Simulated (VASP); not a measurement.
# Ti3Si2 (Pm-3m) in VASP: a series of runs

The runs below take Ti3Si2 through single point, relaxation of cell and atoms, with PBE.

Program: VASP 6.6.1. These are calculated values, not measurements. Logs are shortened: lines on timing, memory, paths and dates and some standing lists are left out, and cuts for length are marked.

## Step 1: The cell of the first run

Symmetry: Pm-3m, No. 221, cubic system. Conventional cell: a = 4.549 Å, b = 4.549 Å, c = 4.549 Å, α = 90.00°, β = 90.00°, γ = 90.00°. Within 3.0 Å of Ti (site symmetry 4/mmm) lie 2 Si at 2.27 Å. Si (site symmetry m-3m) has 6 Ti at 2.27 Å within 3.0 Å. Si (site symmetry m-3m) has 12 Ti at 3.22 Å and 8 Si at 3.94 Å within 4.2 Å.

## Step 2: Single point, PBE

Contents of INCAR:

```
SYSTEM = Ti3Si2
  ALGO = Normal
  EDIFF = 1E-6
  ENCUT = 520
  GGA = PE
  ISIF = 2
  ISMEAR = 0
  LASPH = .TRUE.
  LCHARG = .TRUE.
  LELF = .TRUE.
  LREAL = .FALSE.
  LVHAR = .TRUE.
  LWAVE = .FALSE.
  NBANDS = 30
  NELM = 60
  PREC = Accurate
  SIGMA = 0.1
```

Contents of KPOINTS:

```
k-points
0
G
  8 8 8
  0 0 0
```

Contents of POSCAR:

```
Ti3Si2
1.0
    4.5489912186      0.0000000000      0.0000000000
    0.0000000000      4.5489912186      0.0000000000
    0.0000000000      0.0000000000      4.5489912186
Ti Si
3 2
Direct
    0.0000000000      0.5000000000      0.5000000000
    0.5000000000      0.0000000000      0.5000000000
    0.5000000000      0.5000000000      0.0000000000
    0.5000000000      0.5000000000      0.5000000000
    0.0000000000      0.0000000000      0.0000000000
```

Potentials or basis: VASP PAW PBE potentials, release 64 (Ti_sv, Si).

Launch:

```console
$ cat potpaw_PBE.64/Ti_sv/POTCAR potpaw_PBE.64/Si/POTCAR > POTCAR
$ mpirun -np 1 vasp_std > vasp.out
```

OUTCAR:

```text
SYSTEM = Ti3Si2
   EDIFF = 1E-6
   ENCUT = 520
   GGA = PE
   ISIF = 2
   ISMEAR = 0
   LASPH = .TRUE.
   LREAL = .FALSE.
   NELM = 60
   PREC = Accurate

 ion  position               nearest neighbor table
   1  0.000  0.500  0.500-   4 2.27   4 2.27
   2  0.500  0.000  0.500-   4 2.27   4 2.27
   3  0.500  0.500  0.000-   4 2.27   4 2.27
   4  0.500  0.500  0.500-   1 2.27   2 2.27   3 2.27   3 2.27   2 2.27   1 2.27
   5  0.000  0.000  0.000-

  LATTYP: Found a simple cubic cell.
 ALAT       =     4.5489912186

  Lattice vectors:

 A1 = (   4.5489912186,   0.0000000000,   0.0000000000)
 A2 = (   0.0000000000,   4.5489912186,   0.0000000000)
 A3 = (   0.0000000000,   0.0000000000,   4.5489912186)

Analysis of symmetry for initial positions (statically):
=====================================================================
 Subroutine PRICEL returns:
 Original cell was already a primitive cell.

 Routine SETGRP: Setting up the symmetry group for a
 simple cubic supercell.

 Subroutine GETGRP returns: Found 48 space group operations
 (whereof 48 operations were pure point group operations)
 out of a pool of 48 trial point group operations.

The static configuration has the point symmetry O_h .

Analysis of symmetry for dynamics (positions and initial velocities):
=====================================================================
 Subroutine PRICEL returns:
 Original cell was already a primitive cell.

 Routine SETGRP: Setting up the symmetry group for a
 simple cubic supercell.

 Subroutine GETGRP returns: Found 48 space group operations
 (whereof 48 operations were pure point group operations)
 out of a pool of 48 trial point group operations.

The dynamic configuration has the point symmetry O_h .

 Subroutine INISYM returns: Found 48 space group operations
 (whereof 48 operations are pure point group operations),
 and found     1 'primitive' translations

----------------------------------------------------------------------------------------

                                     Primitive cell

  volume of cell :      94.1337

  direct lattice vectors                    reciprocal lattice vectors
     4.548991219  0.000000000  0.000000000     0.219828958  0.000000000  0.000000000
     0.000000000  4.548991219  0.000000000     0.000000000  0.219828958  0.000000000
     0.000000000  0.000000000  4.548991219     0.000000000  0.000000000  0.219828958

  length of vectors
     4.548991219  4.548991219  4.548991219     0.219828958  0.219828958  0.219828958

  position of ions in fractional coordinates (direct lattice)
     0.000000000  0.500000000  0.500000000
     0.500000000  0.000000000  0.500000000
     0.500000000  0.500000000  0.000000000
     0.500000000  0.500000000  0.500000000
     0.000000000  0.000000000  0.000000000

  ion indices of the primitive-cell ions
   primitive index   ion index
                 1           1
                 2           2
                 3           3
                 4           4
                 5           5

----------------------------------------------------------------------------------------

 KPOINTS: k-points

Automatic generation of k-mesh.
 Grid dimensions read from file:
 generate k-points for:    8    8    8

 Generating k-lattice:

  Cartesian coordinates                     Fractional coordinates (reciprocal lattice)
     0.027478620  0.000000000  0.000000000     0.125000000  0.000000000  0.000000000
     0.000000000  0.027478620  0.000000000     0.000000000  0.125000000  0.000000000
     0.000000000  0.000000000  0.027478620     0.000000000  0.000000000  0.125000000

  Length of vectors
     0.027478620  0.027478620  0.027478620

  Shift w.r.t. Gamma in fractional coordinates (k-lattice)
     0.000000000  0.000000000  0.000000000

 Subroutine IBZKPT returns following result:
 ===========================================

 Found     35 irreducible k-points:

 Following reciprocal coordinates:
            Coordinates               Weight
  0.000000  0.000000  0.000000      1.000000
  0.125000  0.000000  0.000000      6.000000
  0.250000  0.000000  0.000000      6.000000
  0.375000  0.000000  0.000000      6.000000
  0.500000  0.000000  0.000000      3.000000
  0.125000  0.125000  0.000000     12.000000
[... 16 lines left out ...]
  0.375000  0.375000  0.125000     24.000000
  0.500000  0.375000  0.125000     24.000000
 [... further k-points ...]
   k-points           NKPTS =     35   k-points in BZ     NKDIM =     35   number of bands    NBANDS=     30
   number of dos      NEDOS =    301   number of ions     NIONS =      5
   total plane-waves  NPLWV =  46656
   dimension x,y,z NGX =    36 NGY =   36 NGZ =   36
   dimension x,y,z NGXF=    72 NGYF=   72 NGZF=   72
   ions per type =               3   2
   NGX,Y,Z   is equivalent  to a cutoff of  13.16, 13.16, 13.16 a.u.
   NGXF,Y,Z  is equivalent  to a cutoff of  26.31, 26.31, 26.31 a.u.
 SYSTEM =  Ti3Si2
   PREC   = accura    normal or accurate (medium, high low for compatibility)
   ISTART =      0    job   : 0-new  1-cont  2-samecut
   ICHARG =      2    charge: 1-file 2-atom 10-const
   ISPIN  =      1    spin polarized calculation?
   LNONCOLLINEAR =      F non collinear calculations
   LSORBIT =      F    spin-orbit coupling
   LASPH  =      T    aspherical Exc in radial PAW
   ENCUT  =  520.0 eV  38.22 Ry    6.18 a.u.   8.46  8.46  8.46*2*pi/ulx,y,z
   NELM   =     60;   NELMIN=  2; NELMDL= -5     # of ELM steps
   EDIFF  = 0.1E-05   stopping-criterion for ELM
   LREAL  =      F    real-space projection
   EDIFFG = 0.1E-04   stopping-criterion for IOM
   NSW    =      0    number of steps for IOM
   IBRION =     -1    ionic relax: 0-MD 1-quasi-New 2-CG
   NFREE  =      0    steps in history (QN), initial steepest desc. (CG)
   ISIF   =      2    stress and relaxation
   ISYM   =      2    0-nonsym 1-usesym 2-fastsym
   POTIM  = 0.5000    time-step for ionic-motion
   TEBEG  =    0.0;   TEEND  =   0.0 temperature during run
   PSTRESS=    0.0 pullay stress
   NELECT =      44.0000    total number of electrons
   NUPDOWN=      -1.0000    fix difference up-down
   EMIN   =  10.00;   EMAX   =-10.00  energy-range for DOS
   EFERMI =   0.00;   METHOD = LEGACY
   ISMEAR =     0;   SIGMA  =   0.10  broadening in eV -4-tet -1-fermi 0-gaus
   EFERMI_NEDOS =   21; number of points for ismear=-14 and -15
   IALGO  =     38    algorithm
   IMIX   =      4    mixing-type and parameters
     AMIX     =   0.40;   BMIX     =  1.00
     AMIX_MAG =   1.60;   BMIX_MAG =  1.00
  volume/ion in A,a.u.               =      18.83       127.05
  Fermi-wavevector in a.u.,A,eV,Ry     =   1.270508  2.400911 21.962385  1.614190
  Thomas-Fermi vector in A             =   2.403491
   LORBIT       =      0    0 simple, 1 ext, 2 COOP (PROOUT), +10 PAW based schemes
   GGA     = PE    functional components
   LHFCALC =     F    Hartree Fock is set to
   AEXX    =    0.0000 exact exchange contribution
   IVDW    =     0    specifies the selected vdW correction
   LEPSILON=     F    determine dielectric tensor
   LRPA    =     F    only Hartree local field effects (RPA)
 non-spin polarized calculation
 Gauss-broadening in eV      SIGMA  =   0.10
  energy-cutoff  :      520.00
  volume of cell :       94.13
 maximum number of plane-waves:      2560
 NGX is ok and might be reduce to    36
   NGX = 17   NGY = 17   NGZ = 17

 number of electron      44.0000014 magnetization

 Free energy of the ion-electron system (eV)
  ---------------------------------------------------
  ext. energy  EPLUGINS =         0.00000000
  ---------------------------------------------------
  free energy    TOTEN  =       -33.09307551 eV

  energy without entropy =      -33.07136676  energy(sigma->0) =      -33.08222114

 E-fermi :   7.2543     XC(G=0): -10.5547

 val. band max:        7.2422616691   @ k =   0.2500   0.1250   0.0000
 cond. band min:       7.2704960597   @ k =   0.3750   0.3750   0.3750
 fundamental gap:      0.0282343906
 Fermi energy:         7.2543213502

 k-point     1 :       0.0000    0.0000    0.0000
  band No.  band energies     occupation
      1     -49.9529      2.00000
      2     -49.9145      2.00000
      3     -49.9145      2.00000
      4     -26.3147      2.00000
      5     -26.3147      2.00000
      6     -26.3147      2.00000
[... 22 lines left out ...]
     29       8.8003      0.00000
     30       8.8003      0.00000

 k-point     2 :       0.1250    0.0000    0.0000
  band No.  band energies     occupation
      1     -49.9516      2.00000
      2     -49.9158      2.00000
      3     -49.9145      2.00000
      4     -26.3107      2.00000
      5     -26.3107      2.00000
      6     -26.3088      2.00000
[... 22 lines left out ...]
     29       8.9773      0.00000
     30       8.9773      0.00000

 k-point     3 :       0.2500    0.0000    0.0000
  band No.  band energies     occupation
      1     -49.9480      2.00000
      2     -49.9192      2.00000
      3     -49.9145      2.00000
      4     -26.2997      2.00000
      5     -26.2997      2.00000
      6     -26.2918      2.00000
[... 22 lines left out ...]
     29       9.1521      0.00000
     30       9.3473      0.00000

 k-point     4 :       0.3750    0.0000    0.0000
  band No.  band energies     occupation
      1     -49.9431      2.00000
      2     -49.9240      2.00000
      3     -49.9145      2.00000
      4     -26.2862      2.00000
      5     -26.2862      2.00000
      6     -26.2674      2.00000
[... 22 lines left out ...]
     29       8.8004      0.00000
     30       9.7200      0.00000

 k-point     5 :       0.5000    0.0000    0.0000
  band No.  band energies     occupation
      1     -49.9401      2.00000
      2     -49.9269      2.00000
      3     -49.9145      2.00000
      4     -26.2790      2.00000
      5     -26.2790      2.00000
      6     -26.2509      2.00000
[... 22 lines left out ...]
     29       8.5985      0.00000
     30       9.6643      0.00000
[... 526 lines left out ...]
     29       8.6746      0.00000
     30       9.2047      0.00000

 k-point    22 :       0.5000    0.2500    0.1250
  band No.  band energies     occupation
      1     -49.9355      2.00000
      2     -49.9268      2.00000
      3     -49.9187      2.00000
      4     -26.3033      2.00000
      5     -26.2885      2.00000
      6     -26.2623      2.00000
[... 22 lines left out ...]
     29       8.7482      0.00000
     30       9.1258      0.00000

 k-point    23 :       0.3750    0.3750    0.1250
  band No.  band energies     occupation
      1     -49.9344      2.00000
      2     -49.9250      2.00000
      3     -49.9215      2.00000
      4     -26.3145      2.00000
      5     -26.2928      2.00000
      6     -26.2619      2.00000
[... 22 lines left out ...]
     29       8.7900      0.00000
     30       8.9899      0.00000

 k-point    24 :       0.5000    0.3750    0.1250
  band No.  band energies     occupation
      1     -49.9316      2.00000
      2     -49.9268      2.00000
      3     -49.9225      2.00000
      4     -26.3096      2.00000
      5     -26.3037      2.00000
      6     -26.2628      2.00000
[... 22 lines left out ...]
     29       8.8908      0.00000
     30       8.9714      0.00000

 [... further k-points ...]
[... 5 lines left out ...]
  --------------------------------------------------------------------------------------
  -------------------------------------------------------------------------------------
  Total        0.0066755      0.0066755      0.0066755      0.0000000      0.0000000      0.0000000
  in kB        0.1136187      0.1136187      0.1136187      0.0000000      0.0000000      0.0000000
  external PRESSURE =       0.1136187 kB  Pullay stress =       0.0000000 kB

 VOLUME and BASIS-vectors are now :
 -----------------------------------------------------------------------------
  energy-cutoff  :      520.00
  volume of cell :       94.13
      direct lattice vectors                 reciprocal lattice vectors
     4.548991219  0.000000000  0.000000000     0.219828958  0.000000000  0.000000000
     0.000000000  4.548991219  0.000000000     0.000000000  0.219828958  0.000000000
     0.000000000  0.000000000  4.548991219     0.000000000  0.000000000  0.219828958

 POSITION                                       TOTAL-FORCE (eV/Angst)
 -----------------------------------------------------------------------------------
      0.00000      2.27450      2.27450         0.000000      0.000000      0.000000
      2.27450      0.00000      2.27450         0.000000      0.000000      0.000000
      2.27450      2.27450      0.00000         0.000000      0.000000      0.000000
      2.27450      2.27450      2.27450         0.000000      0.000000      0.000000
      0.00000      0.00000      0.00000         0.000000      0.000000      0.000000
 -----------------------------------------------------------------------------------
    total drift:                                0.000000      0.000000      0.000000

  FREE ENERGIE OF THE ION-ELECTRON SYSTEM (eV)
  ---------------------------------------------------
  free  energy   TOTEN  =       -33.0930755147 eV

  energy  without entropy=      -33.0713667586  energy(sigma->0) =      -33.08222114
```

Wall time 59 s (1 thread of Intel Xeon 6975P-C, shared host); peak memory 0.25 GiB.

What came out:

```
Free energy            : -33.0931 eV
Pressure               : 0.0 GPa
Band gap on the k mesh : zero (band 22 reaches 7.42 eV, above the bottom of band 23 at 7.13 eV)
```

(Part 1 of 2 ends here.)
